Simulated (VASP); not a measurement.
Runs of VASP 6.6.1 on Cu. The structure is that of space group Fm-3m (No. 225), or close to it. The cells are those of the table. 

```csv
task,cell,cutoff (eV),gap on the mesh (eV),pressure (GPa)
relaxation of cell and atoms,"relaxed to 290 GPa from a = 2.133 Å, angles 60.0°, 1 atom",600,none,290.0
single point,"a = 2.132 Å, angles 60.0°, 1 atom",520,none,292.5
relaxation of cell and atoms,"relaxed to 290 GPa from a = 2.131 Å, angles 60.0°, 1 atom",600,none,290.0
single point,"a = 2.131 Å, angles 60.0°, 1 atom",520,none,(a)
```

Alike in all rows: level PBEsol; potentials or basis VASP PAW PBE potentials, release 64 (Cu); no spin polarisation; k mesh 22 × 22 × 22; smearing fermi-dirac 0.08 eV.

Problem. Estimate the missing entries.

Solution. (a) 292.9.

Caveats: the PAW data sets were made with another functional, which shifts forces and pressure a little; the cell is relaxed towards a set pressure, so the enthalpy falls and the energy may rise (some runs).

A gap of «none» marks levels without a gap at the run's occupations.
